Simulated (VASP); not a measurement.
# In (P6_3/mmc) in VASP: a series of runs

The runs below take In through relaxation of cell and atoms, single point, with PBEsol.

All numbers are computed with VASP 6.6.1; they aren't measurements. Logs are shortened: lines on timing, memory, paths and dates and some standing lists are left out, and cuts for length are marked.

**1. The cell of the first run**

Symmetry: P6_3/mmc, No. 194, hexagonal system. The conventional cell has a = 3.303 Å, b = 3.303 Å, c = 5.351 Å, α = 90.00°, β = 90.00°, γ = 120.00°. In (site symmetry -6m2) has 12 In at 3.29 to 3.30 Å within 4.3 Å.

**2. Relaxation of cell and atoms, PBEsol, target pressure 0.9 GPa, at which the enthalpy is minimised**

INCAR

```
PREC = Accurate ; ENCUT = 600
EDIFF = 1E-6 ; ISMEAR = -1
SIGMA = 0.08 ; LREAL = False
LASPH = True ; NELM = 80
ALGO = Normal ; ISIF = 3
LWAVE = False ; LCHARG = False
GGA = PS ; IBRION = 2
NSW = 60 ; EDIFFG = -0.005
PSTRESS = 9.0
```

KPOINTS

```
Automatic mesh
0
Gamma
  13 13 7
```

POSCAR

```
In
1.0
    3.3031900302      0.0000000000      0.0000000000
   -1.6515950151      2.8606464796      0.0000000000
    0.0000000000      0.0000000000      5.3511678488
In
2
Direct
    0.3333333333      0.6666666667      0.2500000000
    0.6666666667      0.3333333333      0.7500000000
```

Potentials or basis: VASP PAW PBE potentials, release 64 (In_d).

Command:

```console
$ cat potpaw_PBE.64/In_d/POTCAR > POTCAR
$ mpirun -np 1 vasp_std > vasp.out
```

OUTCAR:

```text
PREC = Accurate
   ENCUT = 600
   EDIFF = 1E-6
   ISMEAR = -1
   LREAL = False
   LASPH = True
   NELM = 80
   ISIF = 3
   GGA = PS
   IBRION = 2
   NSW = 60
   EDIFFG = -0.005
   PSTRESS = 9.0

 ion  position               nearest neighbor table
   1  0.333  0.667  0.250-   2 3.29   2 3.29   2 3.29   2 3.29   2 3.29   2 3.29
   2  0.667  0.333  0.750-   1 3.29   1 3.29   1 3.29   1 3.29   1 3.29   1 3.29

  LATTYP: Found a hexagonal cell.
 ALAT       =     3.3031900302
 C/A-ratio  =     1.6200000000

  Lattice vectors:

 A1 = (   3.3031900302,   0.0000000000,   0.0000000000)
 A2 = (  -1.6515950151,   2.8606464796,   0.0000000000)
 A3 = (   0.0000000000,   0.0000000000,   5.3511678488)

Analysis of symmetry for initial positions (statically):
=====================================================================
 Subroutine PRICEL returns:
 Original cell was already a primitive cell.

 Routine SETGRP: Setting up the symmetry group for a
 hexagonal supercell.

 Subroutine GETGRP returns: Found 24 space group operations
 (whereof 12 operations were pure point group operations)
 out of a pool of 24 trial point group operations.

The static configuration has the point symmetry D_3d.
 The point group associated with its full space group is D_6h.

Analysis of symmetry for dynamics (positions and initial velocities):
=====================================================================
 Subroutine PRICEL returns:
 Original cell was already a primitive cell.

 Routine SETGRP: Setting up the symmetry group for a
 hexagonal supercell.

 Subroutine GETGRP returns: Found 24 space group operations
 (whereof 12 operations were pure point group operations)
 out of a pool of 24 trial point group operations.

The dynamic configuration has the point symmetry D_3d.
 The point group associated with its full space group is D_6h.

 Subroutine INISYM returns: Found 24 space group operations
 (whereof 12 operations are pure point group operations),
 and found     1 'primitive' translations

----------------------------------------------------------------------------------------

                                     Primitive cell

  volume of cell :      50.5646

  direct lattice vectors                    reciprocal lattice vectors
     3.303190030  0.000000000  0.000000000     0.302737654  0.174785666  0.000000000
    -1.651595015  2.860646480  0.000000000     0.000000000  0.349571332  0.000000000
     0.000000000  0.000000000  5.351167849     0.000000000  0.000000000  0.186875095

  length of vectors
     3.303190030  3.303190030  5.351167849     0.349571332  0.349571332  0.186875095

  position of ions in fractional coordinates (direct lattice)
     0.333333333  0.666666667  0.250000000
     0.666666667  0.333333333  0.750000000

  ion indices of the primitive-cell ions
   primitive index   ion index
                 1           1
                 2           2

----------------------------------------------------------------------------------------

 KPOINTS: Automatic mesh

Automatic generation of k-mesh.
 Grid dimensions read from file:
 generate k-points for:   13   13    7

 Generating k-lattice:

  Cartesian coordinates                     Fractional coordinates (reciprocal lattice)
     0.023287512  0.013445051  0.000000000     0.076923077  0.000000000  0.000000000
     0.000000000  0.026890102  0.000000000     0.000000000  0.076923077  0.000000000
     0.000000000  0.000000000  0.026696442     0.000000000  0.000000000  0.142857143

  Length of vectors
     0.026890102  0.026890102  0.026696442

  Shift w.r.t. Gamma in fractional coordinates (k-lattice)
     0.000000000  0.000000000  0.000000000

 Subroutine IBZKPT returns following result:
 ===========================================

 Found     84 irreducible k-points:

 Following reciprocal coordinates:
            Coordinates               Weight
  0.000000  0.000000  0.000000      1.000000
  0.076923  0.000000  0.000000      6.000000
  0.153846 -0.000000  0.000000      6.000000
  0.230769 -0.000000  0.000000      6.000000
  0.307692 -0.000000  0.000000      6.000000
  0.384615  0.000000  0.000000      6.000000
[... 16 lines left out ...]
  0.076923  0.000000  0.142857     12.000000
  0.153846 -0.000000  0.142857     12.000000
 [... further k-points ...]
   k-points           NKPTS =     84   k-points in BZ     NKDIM =     84   number of bands    NBANDS=     17
   number of dos      NEDOS =    301   number of ions     NIONS =      2
   total plane-waves  NPLWV =  37632
   dimension x,y,z NGX =    28 NGY =   28 NGZ =   48
   dimension x,y,z NGXF=    56 NGYF=   56 NGZF=   96
   ions per type =               2
   NGX,Y,Z   is equivalent  to a cutoff of  14.09, 14.09, 14.91 a.u.
   NGXF,Y,Z  is equivalent  to a cutoff of  28.18, 28.18, 29.82 a.u.
 SYSTEM =  unknown system
   PREC   = accura    normal or accurate (medium, high low for compatibility)
   ISTART =      0    job   : 0-new  1-cont  2-samecut
   ICHARG =      2    charge: 1-file 2-atom 10-const
   ISPIN  =      1    spin polarized calculation?
   LNONCOLLINEAR =      F non collinear calculations
   LSORBIT =      F    spin-orbit coupling
   LASPH  =      T    aspherical Exc in radial PAW
   ENCUT  =  600.0 eV  44.10 Ry    6.64 a.u.   6.60  6.60 10.69*2*pi/ulx,y,z
   NELM   =     80;   NELMIN=  2; NELMDL= -5     # of ELM steps
   EDIFF  = 0.1E-05   stopping-criterion for ELM
   LREAL  =      F    real-space projection
   EDIFFG = -.5E-02   stopping-criterion for IOM
   NSW    =     60    number of steps for IOM
   IBRION =      2    ionic relax: 0-MD 1-quasi-New 2-CG
   NFREE  =      1    steps in history (QN), initial steepest desc. (CG)
   ISIF   =      3    stress and relaxation
   ISYM   =      2    0-nonsym 1-usesym 2-fastsym
   POTIM  = 0.5000    time-step for ionic-motion
   TEBEG  =    0.0;   TEEND  =   0.0 temperature during run
   PSTRESS=    9.0 pullay stress
   NELECT =      26.0000    total number of electrons
   NUPDOWN=      -1.0000    fix difference up-down
   EMIN   =  10.00;   EMAX   =-10.00  energy-range for DOS
   EFERMI =   0.00;   METHOD = LEGACY
   ISMEAR =    -1;   SIGMA  =   0.08  broadening in eV -4-tet -1-fermi 0-gaus
   EFERMI_NEDOS =   21; number of points for ismear=-14 and -15
   IALGO  =     38    algorithm
   IMIX   =      4    mixing-type and parameters
     AMIX     =   0.40;   BMIX     =  1.00
     AMIX_MAG =   1.60;   BMIX_MAG =  1.00
  volume/ion in A,a.u.               =      25.28       170.61
  Fermi-wavevector in a.u.,A,eV,Ry     =   1.311547  2.478464 23.404135  1.720155
  Thomas-Fermi vector in A             =   2.442001
   LORBIT       =      0    0 simple, 1 ext, 2 COOP (PROOUT), +10 PAW based schemes
   GGA     = PS    functional components
   LHFCALC =     F    Hartree Fock is set to
   AEXX    =    0.0000 exact exchange contribution
   IVDW    =     0    specifies the selected vdW correction
   LEPSILON=     F    determine dielectric tensor
   LRPA    =     F    only Hartree local field effects (RPA)
 conjugate gradient relaxation of ions
 non-spin polarized calculation
  energy-cutoff  :      600.00
  volume of cell :       50.56
 maximum number of plane-waves:      1737
 NGX is ok and might be reduce to    28
   NGX = 13   NGY = 13   NGZ = 21

--------------------------------------- Ionic step        1  -------------------------------------------

 number of electron      26.0000004 magnetization

 Free energy of the ion-electron system (eV)
  ---------------------------------------------------
  ext. energy  EPLUGINS =         0.00000000
  ---------------------------------------------------
  free energy    TOTEN  =        -5.95469251 eV

  energy without entropy =       -5.93274258  energy(sigma->0) =       -5.94371754

------------------------ aborting loop because EDIFF is reached ----------------------------------------

  FORCE on cell =-STRESS in cart. coord.  units (eV):
  Direction    XX          YY          ZZ          XY          YZ          ZX
  --------------------------------------------------------------------------------------
  -------------------------------------------------------------------------------------
  Total        0.3112719      0.3112719      0.1709010      0.0000000      0.0000000      0.0000000
  in kB        9.8628887      9.8628887      5.4151303      0.0000000      0.0000000      0.0000000
  external PRESSURE =      -0.6196975 kB  Pullay stress =       9.0000000 kB
[... 93 lines left out ...]
  FREE ENERGIE OF THE ION-ELECTRON SYSTEM (eV)
  ---------------------------------------------------
  free  energy   TOTEN  =        -5.9541785114 eV

  energy  without entropy=       -5.9326307347  energy(sigma->0) =       -5.94340462

  enthalpy is  TOTEN    =        -5.6717616491 eV   P V=        0.2824168623

[... ionic steps 4 to 9 ...]

--------------------------------------- Ionic step       10  -------------------------------------------

 number of electron      26.0000002 magnetization

------------------------ aborting loop because EDIFF is reached ----------------------------------------

  FORCE on cell =-STRESS in cart. coord.  units (eV):
  Direction    XX          YY          ZZ          XY          YZ          ZX
  --------------------------------------------------------------------------------------
  -------------------------------------------------------------------------------------
  Total        0.3300747      0.3300747      0.3653642      0.0000000      0.0000000      0.0000000
  in kB       10.5003308     10.5003308     11.6229574      0.0000000      0.0000000      0.0000000
  external PRESSURE =       1.8745397 kB  Pullay stress =       9.0000000 kB
[... 61 lines left out ...]
  enthalpy is  TOTEN    =        -5.6724391203 eV   P V=        0.2832243615

--------------------------------------- Ionic step       12  -------------------------------------------

 number of electron      26.0000002 magnetization

 Free energy of the ion-electron system (eV)
  ---------------------------------------------------
  ext. energy  EPLUGINS =         0.00000000
  ---------------------------------------------------
  free energy    TOTEN  =        -5.95636061 eV

  energy without entropy =       -5.93533089  energy(sigma->0) =       -5.94584575

 E-fermi :   7.7824     XC(G=0): -10.5721

 val. band max:        7.7773233311   @ k =   0.4615   0.0769   0.1429
 cond. band min:       7.8031475922   @ k =   0.3077   0.1538   0.0000
 fundamental gap:      0.0258242611
 Fermi energy:         7.7824375484

 k-point     1 :       0.0000    0.0000    0.0000
  band No.  band energies     occupation
      1      -6.9066      2.00000
      2      -6.7949      2.00000
      3      -6.7890      2.00000
      4      -6.7890      2.00000
      5      -6.7521      2.00000
      6      -6.7521      2.00000
[... 9 lines left out ...]
     16      17.8566      0.00000
     17      17.8566      0.00000
[... 443 lines left out ...]
      1      -6.8980      2.00000
      2      -6.8190      2.00000
      3      -6.7888      2.00000
      4      -6.7690      2.00000
      5      -6.7555      2.00000
      6      -6.6996      2.00000
[... 9 lines left out ...]
     16      15.8081      0.00000
     17      16.8323      0.00000

 [... further k-points ...]

------------------------ aborting loop because EDIFF is reached ----------------------------------------

  FORCE on cell =-STRESS in cart. coord.  units (eV):
  Direction    XX          YY          ZZ          XY          YZ          ZX
  --------------------------------------------------------------------------------------
  -------------------------------------------------------------------------------------
  Total        0.2803827      0.2803827      0.2740732      0.0000000      0.0000000      0.0000000
  in kB        8.8893322      8.8893322      8.6892926      0.0000000      0.0000000      0.0000000
  external PRESSURE =      -0.1773477 kB  Pullay stress =       9.0000000 kB
[... 17 lines left out ...]
  FREE ENERGIE OF THE ION-ELECTRON SYSTEM (eV)
  ---------------------------------------------------
  free  energy   TOTEN  =        -5.9563606060 eV

  energy  without entropy=       -5.9353308884  energy(sigma->0) =       -5.94584575

  enthalpy is  TOTEN    =        -5.6724872410 eV   P V=        0.2838733649

 reached required accuracy - stopping structural energy minimisation
```

It took 6.7 min on 1 thread of Intel Xeon 6975P-C, shared host; peak memory 0.25 GiB.

Results:

| Quantity | Value |
| --- | --- |
| Free energy | -5.9564 eV |
| Relaxed volume | 25.27 Å³/atom |
| Relaxed cell | a = 3.331 Å, b = 3.331 Å, c = 5.261 Å, α = 90.00°, β = 90.00°, γ = 120.00° |
| Space group after relaxing (to 0.05 Å) | P6_3/mmc (No. 194) |
| Energy change on relaxing (the enthalpy is what falls) | -0.8 meV/atom |
| Ionic steps | 12 |
| Pressure after relaxing | 0.9 GPa |
| Band gap on the k mesh | zero (band 13 reaches 10.87 eV, above the bottom of band 14 at 5.52 eV) |

The path:
```csv
step,energy change (eV),largest force (eV/Å),pressure (GPa),volume (Å³)
1,0.0000,0.0000,0.84,50.56
2,0.0001,0.0000,0.91,50.49
3,0.0005,0.0000,1.13,50.28
4,0.0042,0.0000,1.74,49.83
5,0.0009,0.0000,1.25,50.19
6,0.0005,0.0000,1.20,50.22
7,-0.0003,0.0000,1.08,50.32
8,-0.0005,0.0000,1.09,50.35
9,-0.0007,0.0000,1.05,50.38
10,-0.0006,0.0000,1.09,50.36
11,-0.0010,0.0000,1.03,50.42
12,-0.0017,0.0000,0.88,50.54
```

Final structure:
```xyz
2
Lattice="3.3305 0.0000 0.0000 -1.6653 2.8843 0.0000 0.0000 0.0000 5.2607" Properties=species:S:1:pos:R:3 pbc="T T T"
In    0.0000    1.9229    1.3152
In    1.6653    0.9614    3.9455
```

Levels at points of the mesh, in eV from the Fermi level:
| k point | band 11 | band 12 | band 13 | band 14 | band 15 | band 16 |
| --- | --- | --- | --- | --- | --- | --- |
| (0.00, 0.00, 0.00) | -9.84 | -4.01 | -3.45 | 8.09 | 8.09 | 10.07 |

Caveat: the cell is relaxed towards a set pressure, so the enthalpy falls and the energy may rise; the PAW data sets were made with another functional, which shifts forces and pressure a little; spin-orbit coupling is left out, which moves the levels of the heavy elements.

**3. Relaxation of cell and atoms, PBEsol, target pressure 0.9 GPa, at which the enthalpy is minimised**

INCAR

```
SYSTEM = In
ALGO     = Normal         ! electronic algorithm
EDIFF    = 1E-7           ! SCF threshold, eV
EDIFFG   = -0.005         ! ionic threshold
ENCUT    = 600            ! plane-wave cutoff, eV
GGA      = PS             ! functional
IBRION   = 2              ! ionic algorithm
ISIF     = 3              ! what is computed and relaxed
ISMEAR   = -1             ! smearing method
LASPH    = .TRUE.         ! aspherical terms in the spheres
LCHARG   = .FALSE.        ! write CHGCAR
LREAL    = .FALSE.        ! projectors in reciprocal space
LWAVE    = .FALSE.        ! write WAVECAR
NELM     = 80             ! most SCF steps
NSW      = 32             ! ionic steps
PREC     = Accurate       ! precision mode
PSTRESS  = 9.0          
SIGMA    = 0.08           ! smearing width, eV
```

KPOINTS

```
k-points
0
G
  13 13 7
  0 0 0
```

POSCAR

```
In
1.0
    3.3323712253      0.0000000000      0.0000000000
   -1.6661856127      2.8859181360      0.0000000000
    0.0000000000      0.0000000000      5.2533648893
In
2
Direct
    0.3333333333      0.6666666667      0.2500000000
    0.6666666667      0.3333333333      0.7500000000
```

Potentials or basis: VASP PAW PBE potentials, release 64 (In_d).

Command:

```console
$ cat potpaw_PBE.64/In_d/POTCAR > POTCAR
$ mpirun -np 1 vasp_std > vasp.out
```

OUTCAR:

```text
SYSTEM = In
   EDIFF = 1E-7
   EDIFFG = -0.005
   ENCUT = 600
   GGA = PS
   IBRION = 2
   ISIF = 3
   ISMEAR = -1
   LASPH = .TRUE.
   LREAL = .FALSE.
   NELM = 80
   NSW = 32
   PREC = Accurate
   PSTRESS = 9.0

 ion  position               nearest neighbor table
   1  0.333  0.667  0.250-   2 3.26   2 3.26   2 3.26   2 3.26   2 3.26   2 3.26
   2  0.667  0.333  0.750-   1 3.26   1 3.26   1 3.26   1 3.26   1 3.26   1 3.26

  LATTYP: Found a hexagonal cell.
 ALAT       =     3.3323712253
 C/A-ratio  =     1.5764644855

[... 723 lines left out ...]
  Direction    XX          YY          ZZ          XY          YZ          ZX
  --------------------------------------------------------------------------------------
  -------------------------------------------------------------------------------------
  Total        0.2808601      0.2808601      0.2902657     -0.0000000      0.0000000      0.0000000
  in kB        8.9038401      8.9038401      9.2020195     -0.0000000      0.0000000      0.0000000
  external PRESSURE =       0.0032332 kB  Pullay stress =       9.0000000 kB

 VOLUME and BASIS-vectors are now :
 -----------------------------------------------------------------------------
  energy-cutoff  :      600.00
  volume of cell :       50.54
      direct lattice vectors                 reciprocal lattice vectors
     3.332394588 -0.000000000  0.000000000     0.300084511  0.173253873 -0.000000000
    -1.666197294  2.885938369  0.000000000     0.000000000  0.346507746  0.000000000
     0.000000000 -0.000000000  5.255085082     0.000000000  0.000000000  0.190291876

 POSITION                                       TOTAL-FORCE (eV/Angst)
 -----------------------------------------------------------------------------------
     -0.00000      1.92396      1.31377        -0.000000     -0.000000     -0.000000
      1.66620      0.96198      3.94131         0.000000      0.000000      0.000000
 -----------------------------------------------------------------------------------
    total drift:                               -0.000000      0.000000      0.000000

  FREE ENERGIE OF THE ION-ELECTRON SYSTEM (eV)
  ---------------------------------------------------
  free  energy   TOTEN  =        -5.9564110528 eV

  energy  without entropy=       -5.9354598685  energy(sigma->0) =       -5.94593546

  enthalpy is  TOTEN    =        -5.6725177472 eV   P V=        0.2838933056

 reached required accuracy - stopping structural energy minimisation
```

CONTCAR:

```text
In
   1.00000000000000
     3.3323945881781492   -0.0000000000003957    0.0000000000000000
    -1.6661972941394174    2.8859383688468645    0.0000000000000000
     0.0000000000000000   -0.0000000000000000    5.2550850823736059
  In
     2
Direct
     0.3333333332999970    0.6666666667000030    0.2500000000000000
     0.6666666667000030    0.3333333332999970    0.7500000000000000

  0.00000000E+00  0.00000000E+00  0.00000000E+00
  0.00000000E+00  0.00000000E+00  0.00000000E+00
```

Run time: 90 s. Hardware: 1 thread of Intel Xeon 6975P-C, shared host; peak memory 0.23 GiB.

Results:

- Free energy: -5.9564 eV
- Relaxed volume: 25.27 Å³/atom
- Relaxed cell: a = 3.332 Å, b = 3.332 Å, c = 5.255 Å, α = 90.00°, β = 90.00°, γ = 120.00°
- Space group after relaxing (to 0.05 Å): P6_3/mmc (No. 194)
- Energy change on relaxing (the enthalpy is what falls): -0.1 meV/atom
- Ionic steps: 2
- Pressure after relaxing: 0.9 GPa
- Band gap on the k mesh: zero (band 13 reaches 10.89 eV, above the bottom of band 14 at 5.52 eV)

Step by step:
```tsv
step	energy change (eV)	largest force (eV/Å)	pressure (GPa)	volume (Å³)
1	0.0000	0.0000	0.91	50.52
2	-0.0001	0.0000	0.90	50.54
```

Final structure:
```
In
1.0
     3.33239    0.00000    0.00000
    -1.66620    2.88594    0.00000
     0.00000    0.00000    5.25509
In
2
Direct
  0.33333 0.66667 0.25000
  0.66667 0.33333 0.75000
```

Levels at points of the mesh, in eV from the Fermi level:
```tsv
k point	band 11	band 12	band 13	band 14	band 15	band 16
(0.00, 0.00, 0.00)	-9.84	-3.99	-3.44	8.07	8.07	10.06
```

Caveat: the cell is relaxed towards a set pressure, so the enthalpy falls and the energy may rise; the PAW data sets were made with another functional, which shifts forces and pressure a little; spin-orbit coupling is left out, which moves the levels of the heavy elements.

[end of part 1 of 2]
